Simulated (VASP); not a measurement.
A run of VASP 6.6.1:

The input INCAR:

```
SYSTEM = ScAl3
  ALGO = Fast
  EDIFF = 1E-7
  ENCUT = 520
  GGA = PS
  ISIF = 2
  ISMEAR = 0
  LASPH = .TRUE.
  LCHARG = .FALSE.
  LREAL = .FALSE.
  LWAVE = .FALSE.
  NBANDS = 18
  NELM = 60
  PREC = Accurate
  SIGMA = 0.15
```

The input KPOINTS:

```
k-points
0
G
  16 16 16
  0 0 0
```

The input POSCAR:

```
ScAl3
1.0
   -1.9358667226      1.9358667226      4.3698183015
    1.9358667226     -1.9358667226      4.3698183015
    1.9358667226      1.9358667226     -4.3698183015
Sc Al
1 3
Direct
    0.0000000000      0.0000000000      0.0000000000
    0.7500000000      0.2500000000      0.5000000000
    0.2500000000      0.7500000000      0.5000000000
    0.5000000000      0.5000000000      0.0000000000
```

Potentials or basis: VASP PAW PBE potentials, release 64 (Sc_sv, Al).

The run is started by

```console
$ cat potpaw_PBE.64/Sc_sv/POTCAR potpaw_PBE.64/Al/POTCAR > POTCAR
$ mpirun -np 1 vasp_std > vasp.out
```

Hardware: 1 thread of Oxide Virtual Turin-like Processor (shared host).

**Question.** How long does it take, and how much memory?

**Answer.** Wall time 22 min on 1 thread of Oxide Virtual Turin-like Processor, with other jobs on the host, peak memory 0.5 GiB. Counts: scf iterations 20, k points 349.
